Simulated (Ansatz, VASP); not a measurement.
# BeS: VASP beside Ansatz

```xyz
2
Lattice="0.0000 2.2211 2.3681 2.3681 0.0000 2.3681 2.3681 2.2211 0.0000" Properties=species:S:1:pos:R:3 pbc="T T T"
Be    0.0000    0.0000    0.0000
S     3.5522    3.3316    3.5522
```

Alike in both runs: task single point; functional PBEsol; k mesh 10 × 10 × 10; occupations gaussian, width 0.05 eV; no spin polarisation.

```csv
,VASP,Ansatz
version,VASP 6.6.1,Ansatz 0.2.0
potentials or method,"VASP PAW PBE potentials, release 64 (Be, S), cutoff 520 eV","scalar-relativistic, plane waves, PAW"
valence electrons in the cell,8,8
```

```csv
,VASP,Ansatz,Ansatz less VASP
gap on the k mesh at the Fermi level (eV),1.99,1.99,-0.004
least direct gap on the mesh (eV),5.27,5.24,-0.033
pressure (GPa),15.9,15.7,-0.19
"traceless stress, the component that is largest in VASP (GPa)",3.70,3.72,+0.025
```

VASP's potentials were made for PBE, not for PBEsol.
